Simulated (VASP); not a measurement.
# Li2O: single point with PBE

The system is Li2O.

```xyz
3
Lattice="3.2598 0.0000 0.0000 1.6299 2.8230 0.0000 1.6299 0.9410 2.6616" Properties=species:S:1:pos:R:3 pbc="T T T"
Li    1.6299    0.9410    0.6654
Li    4.8896    2.8230    1.9962
O     0.0000    0.0000    0.0000
```

```json
{"Program": "VASP 6.6.1", "Task": "single point", "Functional": "PBE", "Potentials or basis": "VASP PAW PBE potentials, release 64 (Li_sv, O)", "Cutoff": "750 eV", "k mesh": "10 × 10 × 10", "Occupations": "gaussian, width 0.01 eV", "Spin": "no spin polarisation"}
```

| Property | Result |
| --- | --- |
| Pressure | 0.5 GPa |
| Band gap on the k mesh | 4.99 eV, indirect (least direct gap 5.31 eV) |

Levels at points of the mesh, in eV from the valence-band top:
```tsv
k point	band 4	band 5	band 6	band 7	band 8	band 9
(0.00, 0.00, 0.00)	0.00	0.00	0.00	5.31	11.97	11.97
(0.50, 0.00, 0.00)	-2.79	-0.45	-0.45	9.25	9.87	12.10
(0.50, 0.50, 0.00)	-1.61	-1.39	-1.39	4.99	13.60	13.60
```

Run time: 27 s on 1 thread of Intel(R) Xeon(R) Platinum 8375C CPU @ 2.90GHz (Ice Lake), on a shared host, peak memory 0.16 GiB.

A k mesh can miss the band edges. Expect the measured gap to be larger: semilocal functionals such as PBE lack the derivative discontinuity.
